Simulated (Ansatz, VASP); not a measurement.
## Two plane-wave programs on C

Contents of INCAR:

```
PREC = Accurate ; ENCUT = 600
EDIFF = 1E-7 ; ISMEAR = 0
SIGMA = 0.1 ; LREAL = False
LASPH = True ; NELM = 120
ALGO = Normal ; ISIF = 3
LWAVE = False ; LCHARG = False
GGA = PE ; IBRION = 2
NSW = 100 ; EDIFFG = -0.01
GGA_COMPAT = False ; NELMIN = 4
```

The input KPOINTS:

```
regular mesh
0
Gamma
  14 14 6
```

The input POSCAR:

```
C
1.0
    2.5958359209      0.0000000000      0.0000000000
    0.0000000000      2.5958359209      0.0000000000
    0.0000000000      0.0000000000      5.9941307520
C
6
Direct
    0.0000000000      0.5000000000      0.3880562438
    0.5000000000      0.0000000000      0.1119437562
    0.0000000000      0.5000000000      0.6119437562
    0.5000000000      0.0000000000      0.8880562438
    0.0000000000      0.0000000000      0.7500000000
    0.0000000000      0.0000000000      0.2500000000
```

Input for Ansatz:

```yaml
crystal:
  lattice:
    - [2.5958359209, 0.0, 0.0]
    - [0.0, 2.5958359209, 0.0]
    - [0.0, 0.0, 5.994130752]
  atoms:
    - { symbol: C, position: [0.0, 0.5, 0.3880562438] }
    - { symbol: C, position: [0.5, 0.0, 0.1119437562] }
    - { symbol: C, position: [0.0, 0.5, 0.6119437562] }
    - { symbol: C, position: [0.5, 0.0, 0.8880562438] }
    - { symbol: C, position: [0.0, 0.0, 0.75] }
    - { symbol: C, position: [0.0, 0.0, 0.25] }
basis:
  ecutwfc: 420
kpoints:
  mp_grid: { grid: [14, 14, 6] }
hamiltonian:
  xc: pbe
scf:
  occupations: { method: gaussian, width: 0.1 }
output:
  forces: true
  stress: true
  eigenvalues: true
relax:
  adjacent_minimum: "off"
  f_tol: 0.01
  max_steps: 80
  cell: { stress_tol: 0.05 }
```

Alike in both runs: task relaxation of cell and atoms; functional PBE; k mesh 14 × 14 × 6; occupations gaussian, width 0.1 eV; no spin polarisation.

|  | VASP | Ansatz |
| --- | --- | --- |
| version | VASP 6.6.1 | Ansatz 0.2.0 |
| potentials or method | VASP PAW PBE potentials, release 64 (C), cutoff 600 eV | scalar-relativistic, plane waves, PAW |
| valence electrons in the cell | 24 | 24 |

|  | VASP | Ansatz | Ansatz less VASP |
| --- | --- | --- | --- |
| gap on the k mesh at the Fermi level, each at its own relaxed structure (eV) | none | none | - |
| relaxed volume (Å³/atom) | 6.74 | 6.75 | +0.002 |
| relaxed cell length with the largest relative difference (Å) | 2.599 | 2.600 | +0.0004 |

A gap of «none» marks a metal or a gap that the smearing closes.
